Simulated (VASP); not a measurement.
# ZnCdInAgSe4: single point with PBE

Crystal: ZnCdInAgSe4.

```
Zn Se Ag Cd In
1.0
    -6.01416    5.98867   -0.04846
    -6.02415   -0.05845    6.08514
     0.05451    5.99472    6.08119
Zn Se Ag Cd In
2 8 2 2 2
Direct
  0.98892 0.00371 0.49052
  0.51790 0.00817 0.49479
  0.86386 0.88589 0.38648
  0.36701 0.88621 0.38371
  0.88713 0.36112 0.38043
  0.88261 0.87604 0.86529
  0.36974 0.35674 0.38455
  0.37475 0.88014 0.85859
  0.88037 0.36708 0.86558
  0.37363 0.37338 0.87644
  0.99612 0.99381 0.01761
  0.99569 0.51955 0.49282
  0.50886 0.49877 0.01259
  0.50505 0.49823 0.48326
  0.49939 0.98967 0.00165
  0.98557 0.49073 0.00510
```

```json
{"Program": "VASP 6.6.1", "Task": "single point", "Functional": "PBE", "Potentials or basis": "VASP PAW PBE potentials, release 64 (Zn, Se, Ag, Cd, In_d)", "Cutoff": "520 eV", "k mesh": "2 × 2 × 2, shifted", "Occupations": "gaussian, width 0.1 eV", "Spin": "no spin polarisation", "Dipole correction": "no", "Further INCAR settings": "LREAL = Auto; ALGO = Normal; EDIFF = 1e-07; NBANDS = 86; ISYM = 0"}
```

The pressure is 0.1 GPa, the largest force is 0.051 eV/Å and the band gap on the k mesh is 0.30 eV.

Forces in eV/Å, atoms in the order of the input:
```
Zn  -0.016  0.029 -0.001
Zn   0.016  0.008  0.013
Se   0.008 -0.007 -0.025
Se  -0.001 -0.010  0.020
Se  -0.015  0.026  0.008
Se  -0.011  0.007  0.000
Se   0.049 -0.015  0.003
Se  -0.005 -0.035  0.011
Se  -0.009  0.009 -0.029
Se   0.018 -0.003  0.000
Ag   0.001 -0.005 -0.009
Ag   0.004 -0.012  0.002
Cd  -0.006  0.006 -0.013
Cd  -0.005  0.004  0.013
In  -0.011 -0.006  0.004
In  -0.019  0.003  0.004
```

Levels at points of the mesh, in eV from the valence-band top:
```tsv
k point	band 69	band 70	band 71	band 72	band 73	band 74	band 75	band 76
(0.25, 0.25, 0.25)	-1.32	-1.00	-0.30	0.00	0.30	1.22	1.53	1.80
```

Run time: 5.8 min on 1 thread of Intel(R) Xeon(R) Platinum 8259CL CPU @ 2.50GHz (Skylake/Cascade Lake), with other jobs on the host, peak memory 0.63 GiB.

Caveat: spin-orbit coupling is left out, which moves the levels of the heavy elements; a shifted mesh leaves out Γ, where band edges can lie. A k mesh can miss the band edges.
